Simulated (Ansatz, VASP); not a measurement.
## SrTiO3: VASP beside Ansatz

```
Sr Ti O
1.0
     3.93640    0.00000    0.00000
     0.00000    3.93640    0.00000
     0.00000    0.00000    3.93640
Sr Ti O
1 1 3
Cartesian
  1.9682 1.9682 1.9682
  0.0000 0.0000 0.0000
  1.9682 0.0000 0.0000
  0.0000 1.9682 0.0000
  0.0000 0.0000 1.9682
```

Alike in both runs: task relaxation of cell and atoms; functional PBE; k mesh 8 × 8 × 8; no spin polarisation.

```csv
,VASP,Ansatz
version,VASP 6.6.1,Ansatz 0.2.0
potentials or method,"VASP PAW PBE potentials, release 64 (Sr_sv, Ti_sv, O), cutoff 600 eV","scalar-relativistic, plane waves, PAW"
occupations,"gaussian, width 0.01 eV",fixed
valence electrons in the cell,40,40
```

|  | VASP | Ansatz | Ansatz less VASP |
| --- | --- | --- | --- |
| gap on the k mesh at the Fermi level, each at its own relaxed structure (eV) | 1.81 | 1.84 | +0.035 |
| relaxed volume (Å³/atom) | 12.23 | 12.20 | -0.031 |
| relaxed cell length with the largest relative difference (Å) | 3.940 | 3.936 | -0.0033 |
